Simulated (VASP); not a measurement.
# B2Se (Cmmm) in VASP: further runs, part 2 of 2

VASP 6.6.1. Earlier steps stand in the parts before.

**4. Relaxation of cell and atoms, PBE**

This run uses another cell than the first one, of 11.70 Å³/atom.

File INCAR:

```
SYSTEM = B2Se
PREC = Accurate
ENCUT = 600
EDIFF = 1E-7
ISMEAR = 0
SIGMA = 0.1
LREAL = .False.
LASPH = .True.
NELM = 100
ALGO = Normal
ISIF = 3
LWAVE = .False.
LCHARG = .False.
GGA = PE
IBRION = 2
NSW = 100
EDIFFG = -0.01
```

File KPOINTS:

```
regular mesh
0
Gamma
  18 18 10
  0 0 0
```

File POSCAR:

```
B2Se
1.0
    1.3650428776     -2.8928437498      0.0000000000
    1.3650428776      2.8928437498      0.0000000000
    0.0000000000      0.0000000000      4.4459512340
B Se
2 1
Direct
    0.8490871895      0.1509128105      0.0000000000
    0.1509128105      0.8490871895      0.0000000000
    0.0000000000      0.0000000000      0.5000000000
```

Potentials or basis: VASP PAW PBE potentials, release 64 (B, Se).

The run is started by

```bash
$ cat potpaw_PBE.64/B/POTCAR potpaw_PBE.64/Se/POTCAR > POTCAR
$ mpirun -np 1 vasp_std > vasp.out
```

OUTCAR:

```text
SYSTEM = B2Se
   PREC = Accurate
   ENCUT = 600
   EDIFF = 1E-7
   ISMEAR = 0
   LREAL = .False.
   LASPH = .True.
   NELM = 100
   ISIF = 3
   GGA = PE
   IBRION = 2
   NSW = 100
   EDIFFG = -0.01

 ion  position               nearest neighbor table
   1  0.849  0.151  0.000-   2 1.75   2 1.78   2 1.78   3 2.39   3 2.39
   2  0.151  0.849  0.000-   1 1.75   1 1.78   1 1.78   3 2.39   3 2.39
   3  0.000  0.000  0.500-   1 2.39   2 2.39   1 2.39   2 2.39

  LATTYP: Found a base centered orthorhombic cell.
 ALAT       =     2.7300857552
 B/A-ratio  =     2.1192328807
 C/A-ratio  =     1.6285024108

  Lattice vectors:

 A1 = (   1.3650428776,  -2.8928437498,   0.0000000000)
 A2 = (   1.3650428776,   2.8928437498,   0.0000000000)
 A3 = (   0.0000000000,   0.0000000000,   4.4459512340)

Analysis of symmetry for initial positions (statically):
[... 374 lines left out ...]
 E-fermi :   6.0011     XC(G=0): -11.1644

 val. band max:        5.9988325756   @ k =   0.3333   0.3333   0.3000
 cond. band min:       6.0098063328   @ k =   0.2778   0.0556   0.0000
 fundamental gap:      0.0109737572
 Fermi energy:         6.0011422483

 k-point     1 :       0.0000    0.0000    0.0000
  band No.  band energies     occupation
      1     -10.4104      2.00000
      2      -3.6595      2.00000
      3      -1.6790      2.00000
      4       3.4519      2.00000
      5       5.4360      2.00000
      6      10.0557      0.00000
      7      10.6828      0.00000
      8      11.7164      0.00000
      9      12.6934      0.00000
     10      12.7125      0.00000
[... 287 lines left out ...]
 k-point    24 :      -0.2222    0.0556    0.0000
  band No.  band energies     occupation
      1      -9.6534      2.00000
      2      -3.0679      2.00000
      3      -0.9254      2.00000
      4       2.1682      2.00000
      5       5.5590      2.00000
      6       6.1279      0.07299
      7       8.3780      0.00000
      8       9.8695      0.00000
      9      13.4046      0.00000
     10      14.0037      0.00000

 [... further k-points ...]
[... 5 lines left out ...]
  --------------------------------------------------------------------------------------
  -------------------------------------------------------------------------------------
  Total        0.0026742     -0.0035772      0.0030890      0.0000000      0.0000000      0.0000000
  in kB        0.1237318     -0.1655129      0.1429266      0.0000000      0.0000000      0.0000000
  external PRESSURE =       0.0337152 kB  Pullay stress =       0.0000000 kB
[... 18 lines left out ...]
  FREE ENERGIE OF THE ION-ELECTRON SYSTEM (eV)
  ---------------------------------------------------
  free  energy   TOTEN  =       -14.9710150911 eV

  energy  without entropy=      -14.9663783867  energy(sigma->0) =      -14.96869674

 reached required accuracy - stopping structural energy minimisation
```

OSZICAR:

```text
N       E                     dE             d eps       ncg     rms          rms(c)
DAV:   1     0.282610499891E+02    0.28261E+02   -0.59040E+03 10920   0.117E+03
DAV:   2    -0.152741630032E+02   -0.43535E+02   -0.41837E+02 15668   0.163E+02
DAV:   3    -0.168328557683E+02   -0.15587E+01   -0.15221E+01 13644   0.311E+01
DAV:   4    -0.168441781808E+02   -0.11322E-01   -0.11293E-01 14272   0.254E+00
[... 203 lines left out ...]
DAV:   1    -0.149710283012E+02   -0.28910E-04   -0.10736E-03 11782   0.237E-01    0.231E-02
DAV:   2    -0.149710188585E+02    0.94427E-05   -0.41310E-05 13396   0.479E-02    0.110E-02
DAV:   3    -0.149710154984E+02    0.33600E-05   -0.46955E-06 12740   0.154E-02    0.396E-03
DAV:   4    -0.149710150969E+02    0.40153E-06   -0.11531E-06 12520   0.722E-03    0.108E-03
DAV:   5    -0.149710150911E+02    0.57762E-08   -0.59391E-08  5898   0.189E-03
  26 F= -.14971015E+02 E0= -.14968697E+02  d E =-.156900E-04
```

It took 22 min on 1 thread of Intel Xeon 6975P-C (Granite Rapids), shared host; peak memory 0.43 GiB.

Results:

* Free energy: -14.9710 eV
* Relaxed volume: 11.54 Å³/atom
* Relaxed cell: a = 3.271 Å, b = 3.271 Å, c = 4.445 Å, α = 90.00°, β = 90.00°, γ = 133.29°
* Space group after relaxing (to 0.1 Å): Cmmm (No. 65)
* Energy gained by relaxing: 9.9 meV/atom
* Ionic steps: 26
* Pressure after relaxing: 0.0 GPa
* Band gap on the k mesh: zero (bands 6 and 7 overlap by 5.90 eV)

The path:
| step | energy change (eV) | largest force (eV/Å) | pressure (GPa) | volume (Å³) |
| --- | --- | --- | --- | --- |
| 1 | 0.0000 | 0.1581 | -0.36 | 35.11 |
| 2 | -0.0064 | 0.0309 | 0.28 | 34.98 |
| 3 | -0.0096 | 0.2000 | 1.14 | 34.80 |
| 4 | -0.0123 | 0.1281 | 0.92 | 34.86 |
| 5 | -0.0138 | 0.0444 | 0.42 | 35.00 |
| 6 | -0.0142 | 0.0007 | 0.56 | 34.96 |
| 7 | -0.0142 | 0.0110 | 0.59 | 34.95 |
| 8 | -0.0150 | 0.0041 | 0.17 | 35.04 |
| 9 | -0.0155 | 0.0377 | -0.83 | 35.24 |
| 10 | -0.0156 | 0.0310 | -0.61 | 35.20 |
| 11 | -0.0165 | 0.0222 | -0.55 | 35.14 |
| 12 | -0.0200 | 0.0203 | -0.34 | 34.97 |
| 13 | -0.0264 | 0.1922 | -0.04 | 34.62 |
| 14 | -0.0268 | 0.1819 | -0.04 | 34.59 |
| 15 | -0.0270 | 0.1680 | -0.04 | 34.54 |
| 16 | -0.0275 | 0.1329 | -0.03 | 34.54 |
| 17 | -0.0284 | 0.0275 | -0.02 | 34.54 |
| 18 | -0.0279 | 0.1851 | 0.04 | 34.55 |
| 19 | -0.0285 | 0.0427 | 0.00 | 34.54 |
| 20 | -0.0286 | 0.0408 | 0.01 | 34.54 |
| 21 | -0.0289 | 0.0348 | 0.04 | 34.54 |
| 22 | -0.0292 | 0.0232 | 0.11 | 34.54 |
| 23 | -0.0295 | 0.0020 | 0.27 | 34.54 |
| 24 | -0.0296 | 0.0010 | -0.08 | 34.64 |
| 25 | -0.0296 | 0.0005 | -0.02 | 34.62 |
| 26 | -0.0296 | 0.0009 | 0.00 | 34.63 |

Final structure:
```
B Se
1.0
     1.29685   -3.00326    0.00000
     1.29685    3.00326    0.00000
     0.00000    0.00000    4.44536
B Se
2 1
Direct
  0.85364 0.14636 0.00000
  0.14636 0.85364 0.00000
  0.00000 0.00000 0.50000
```

**5. The runs side by side**

| task | cell | k mesh | cutoff (eV) | gap on the mesh (eV) | pressure (GPa) | relaxed volume (Å³/atom) |
| --- | --- | --- | --- | --- | --- | --- |
| relaxation of cell and atoms | relaxed from a = 3.164, b = 3.164, c = 4.523 Å, angles 90.0, 90.0, 128.1°, 3 atoms, atomic positions A | 8 × 8 × 4 | 600 | none | 0.1 | 11.71 |
| single point | a = 3.271, b = 3.271, c = 4.445 Å, angles 90.0, 90.0, 133.3°, 3 atoms, atomic positions B | 18 × 18 × 10 | 520 | none | 0.0 | - |
| relaxation of cell and atoms | relaxed from a = 3.199, b = 3.199, c = 4.446 Å, angles 90.0, 90.0, 129.5°, 3 atoms, atomic positions C | 18 × 18 × 10 | 600 | none | 0.0 | 11.54 |

Alike in all rows: level PBE; potentials or basis VASP PAW PBE potentials, release 64 (B, Se); no spin polarisation; smearing gaussian 0.1 eV.

Total energies depend on the potentials used, so only differences within one code and one set of settings carry meaning.

The gap in the log of VASP goes by the Fermi energy; the results here count the filled bands.